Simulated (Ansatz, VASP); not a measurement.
# Two plane-wave programs on MgS

File POSCAR:

```
MgS
1.0
    0.0000000000      2.6015179373      2.6015179373
    2.6015179373      0.0000000000      2.6015179373
    2.6015179373      2.6015179373      0.0000000000
Mg S
1 1
Direct
    0.0000000000      0.0000000000      0.0000000000
    0.5000000000      0.5000000000      0.5000000000
```

File INCAR.step1:

```
SYSTEM = MgS
PREC = Accurate
ENCUT = 520
EDIFF = 1E-5
ISMEAR = 0
SIGMA = 0.01
LREAL = .FALSE.
LASPH = .TRUE.
NELM = 100
ALGO = Normal
ISIF = 2
LWAVE = .TRUE.
LCHARG = .FALSE.
NBANDS = 11
GGA = PE
```

File INCAR.step2:

```
SYSTEM = MgS
PREC = Accurate
ENCUT = 520
EDIFF = 1E-7
ISMEAR = 0
SIGMA = 0.01
LREAL = .FALSE.
LASPH = .TRUE.
NELM = 100
ALGO = Normal
ISIF = 2
LWAVE = .FALSE.
LCHARG = .FALSE.
GGA = PE
LHFCALC = .TRUE.
AEXX = 0.1
HFSCREEN = 0.3
PRECFOCK = Normal
NBANDS = 11
ISTART = 1
```

The input KPOINTS:

```
Automatic mesh
0
G
  4 4 4
  0 0 0
```

Input for Ansatz:

```yaml
crystal:
  lattice:
    - [0.0, 2.6015179373, 2.6015179373]
    - [2.6015179373, 0.0, 2.6015179373]
    - [2.6015179373, 2.6015179373, 0.0]
  atoms:
    - { symbol: Mg, position: [0.0, 0.0, 0.0] }
    - { symbol: S, position: [0.5, 0.5, 0.5] }
kpoints:
  mp_grid: { grid: [4, 4, 4] }
hamiltonian:
  xc: { exchange: pbe, correlation: pbe, exx: { coeff: 0.1, omega: 0.3 } }
scf:
  occupations: { method: fixed }
  n_extra_bands: 4
output:
  forces: true
  stress: true
  eigenvalues: true
```

Alike in both runs: task single point; functional PBE-based screened hybrid; k mesh 4 × 4 × 4; no spin polarisation.

```csv
,VASP,Ansatz
version,VASP 6.6.1,Ansatz 0.2.0
potentials or method,"VASP PAW PBE potentials, release 64 (Mg, S)",plane waves
plane-wave cutoff (eV),520,420
occupations,"gaussian, width 0.01 eV",fixed
valence electrons in the cell,8,16
```

|  | VASP | Ansatz | Ansatz less VASP |
| --- | --- | --- | --- |
| gap on the k mesh at the Fermi level (eV) | 3.06 | 3.09 | +0.030 |
| pressure (GPa) | 0.7 | 1.0 | +0.30 |

VASP's potentials were made for PBE, not for PBE-based screened hybrid. VASP's potentials hold 8 valence electrons a cell and Ansatz's 16, so a difference there can come from the potentials and not from the codes. Ansatz's warnings: stress exchange threshold loose, stress scf threshold loose.

The k mesh is coarse, so the values compare programs but aren't converged.
